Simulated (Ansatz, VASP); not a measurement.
**Ta2N: VASP beside Ansatz**

INCAR

```
PREC     = Accurate       # precision mode
ENCUT    = 520            # plane-wave cutoff, eV
EDIFF    = 1E-7           # SCF threshold, eV
ISMEAR   = 0              # smearing method
SIGMA    = 0.15           # smearing width, eV
LREAL    = False          # projectors in reciprocal space
LASPH    = True           # aspherical terms in the spheres
NELM     = 80             # most SCF steps
ALGO     = Normal         # electronic algorithm
ISIF     = 2              # what is computed and relaxed
LWAVE    = False          # write WAVECAR
LCHARG   = False          # write CHGCAR
GGA      = CA             # functional
NBANDS   = 20             # bands
```

The input KPOINTS:

```
regular mesh
0
Gamma
  15 15 8
```

POSCAR

```
Ta2N
1.0
    3.0618406011     -0.2143288420      0.0000000000
   -1.7165345226      2.7587961639      0.0000000000
    0.0000000000      0.0000000000      5.1222640622
Ta N
2 1
Direct
    0.6666666667      0.3333333333      0.7466885012
    0.3333333333      0.6666666667      0.2533114988
    0.0000000000      0.0000000000      0.0000000000
```

Input for Ansatz:

```yaml
crystal:
  lattice:
    - [3.0618406011, -0.214328842, 0.0]
    - [-1.7165345226, 2.7587961639, 0.0]
    - [0.0, 0.0, 5.1222640622]
  atoms:
    - { symbol: Ta, position: [0.6666666667, 0.3333333333, 0.7466885012] }
    - { symbol: Ta, position: [0.3333333333, 0.6666666667, 0.2533114988] }
    - { symbol: "N", position: [0.0, 0.0, 0.0] }
basis:
  ecutwfc: 520.0
kpoints:
  mp_grid: { grid: [15, 15, 8] }
hamiltonian:
  xc: lda
  pseudopotentials: { kind: paw, azcp: { folder: soft_1 } }
scf:
  occupations: { method: gaussian, width: 0.15 }
output:
  forces: true
  stress: true
  eigenvalues: true
  write_density: true
  write_potential: true
  elf: true
  volumetric_format: npy
```

Change from the starting cell: engineering shear strain xy -0.1400, normal strain along z +0.0700.

Alike in both runs: task single point; functional LDA; k mesh 15 × 15 × 8; occupations gaussian, width 0.15 eV; no spin polarisation.

|  | VASP | Ansatz |
| --- | --- | --- |
| version | VASP 6.6.1 | Ansatz 0.2.0 |
| potentials or method | VASP PAW LDA potentials, release 64 (Ta_pv, N), cutoff 520 eV | scalar-relativistic, plane waves, PAW |
| valence electrons in the cell | 27 | 31 |

Ansatz gave:

| Item | Value |
| --- | --- |
| gap on the k mesh at the Fermi level (eV) | none |
| pressure (GPa) | -13.9 |
| traceless stress, the component that is largest in VASP (GPa) | 18.81 |
| rms of the force components (eV/Å) | 0.194 |

Problem. Which values does VASP return?

Solution. gap on the k mesh at the Fermi level (eV): none; pressure (GPa): -12.7; traceless stress, the component that is largest in VASP (GPa): 18.94; rms of the force components (eV/Å): 0.217.

Ansatz warns that its potentials were made for another functional, while VASP's fit it. LDA's correlation is that of Perdew and Zunger in VASP and of Perdew and Wang (1992) in Ansatz. Atom by atom the forces differ by 0.023 eV/Å (rms over components). A gap of «none» marks a metal or a gap that the smearing closes. VASP's potentials hold 27 valence electrons a cell and Ansatz's 31, so a difference there can come from the potentials and not from the codes.

Spin-orbit coupling is off throughout.
